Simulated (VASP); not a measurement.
Runs of VASP 6.6.1 on BC5. The structure is that of space group P3m1 (No. 156), or close to it. The cells are those of the table. 

```csv
task,level,cell,cutoff (eV),gap on the mesh (eV),pressure (GPa),largest force (eV/Å)
single point,PBE+D3(BJ),"a = 2.540, b = 2.540, c = 6.365 Å, angles 90.0, 90.0, 120.0°, 6 atoms",520,none,(a),0.04
single point,r2SCAN+rVV10,"a = 2.543, b = 2.543, c = 6.368 Å, angles 90.0, 90.0, 120.0°, 6 atoms",520,none,0.9,0.05
relaxation of cell and atoms,PBE+D3(BJ),"relaxed from a = 2.552, b = 2.552, c = 6.400 Å, angles 90.0, 90.0, 120.0°, 6 atoms",600,none,0.0,-
single point,r2SCAN,"a = 2.545, b = 2.545, c = 6.372 Å, angles 90.0, 90.0, 120.0°, 6 atoms",520,none,0.9,0.05
```

Alike in all rows: potentials or basis VASP PAW PBE potentials, release 64 (B, C); no spin polarisation; k mesh 9 × 9 × 4; smearing methfessel-paxton 0.1 eV.

Question: Estimate the missing entries.

Answer: (a) 0.5.

Caveats: pairwise dispersion overbinds metals, which lowers pressure and volume (some runs); the PAW data sets were made with another functional, which shifts forces and pressure a little (some runs).

A gap of «none» marks levels without a gap at the run's occupations.
